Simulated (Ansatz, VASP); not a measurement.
## KF in VASP and in Ansatz

The input POSCAR:

```
KF
1.0
    0.0000000000      2.9763631419      2.9763631419
    2.9763631419      0.0000000000      2.9763631419
    2.9763631419      2.9763631419      0.0000000000
K F
1 1
Direct
    0.7500000000      0.7500000000      0.7500000000
    0.0000000000      0.0000000000      0.0000000000
```

The input INCAR.step1:

```
PREC = Accurate
ENCUT = 520
ISMEAR = 0
SIGMA = 0.02
LREAL = F
LASPH = T
NELM = 80
NBANDS = 15
GGA = PE
ALGO = Normal
EDIFF = 1E-4
LWAVE = T
LCHARG = F
```

Contents of INCAR.step2:

```
PREC = Accurate
ENCUT = 520
EDIFF = 1E-6
ISMEAR = 0
SIGMA = 0.02
LREAL = F
LASPH = T
NELM = 80
ALGO = Normal
ISIF = 2
LWAVE = F
LCHARG = F
METAGGA = R2SCAN
LMIXTAU = T
NBANDS = 15
ISTART = 1
```

The input KPOINTS:

```
regular mesh
0
Gamma
  8 8 8
```

Input for Ansatz:

```yaml
crystal:
  lattice:
    - [0.0, 2.9763631419, 2.9763631419]
    - [2.9763631419, 0.0, 2.9763631419]
    - [2.9763631419, 2.9763631419, 0.0]
  atoms:
    - { symbol: K, position: [0.75, 0.75, 0.75] }
    - { symbol: F, position: [0.0, 0.0, 0.0] }
basis:
  ecutwfc: 500
kpoints:
  mp_grid: { grid: [8, 8, 8] }
  band_path:
    path:
      - [[0.0, 0.0, 0.0], [-0.5, -0.5, 0.0], [-0.375, -0.375, 0.25]]
      - [[-0.375, 0.0, 0.375], [0.0, 0.0, 0.0], [0.0, 0.0, 0.5], [-0.5, -0.25, 0.25], [-0.5, -0.5, 0.0]]
    npoints: 14
hamiltonian:
  xc: r2scan
scf:
  occupations: { method: gaussian, width: 0.02 }
  n_extra_bands: 6
output:
  forces: true
  stress: true
  eigenvalues: true
  populations: true
  dos: { projected: true, de: 0.02, nscf_kmesh: { grid: [12, 12, 12] } }
  bader: true
  write_density: true
  write_potential: true
  elf: true
  volumetric_format: npy
```

Alike in both runs: task single point; functional r2SCAN; k mesh 8 × 8 × 8; occupations gaussian, width 0.02 eV; no spin polarisation.

|  | VASP | Ansatz |
| --- | --- | --- |
| version | VASP 6.6.1 | Ansatz 0.2.0 |
| potentials or method | VASP PAW PBE potentials, release 64 (K_sv, F), cutoff 520 eV | scalar-relativistic, plane waves, PAW |
| valence electrons in the cell | 16 | 16 |

Ansatz gave:

```
gap on the k mesh at the Fermi level (eV) : 5.65
least direct gap on the mesh (eV)         : 5.82
pressure (GPa)                            : -0.9
```

Q: Estimate VASP's values.

A: gap on the k mesh at the Fermi level (eV): 5.64; least direct gap on the mesh (eV): 5.82; pressure (GPa): -0.9.

VASP's potentials were made for PBE, not for r2SCAN. With one functional, cell and mesh, what is left measures potentials, basis and numerics.
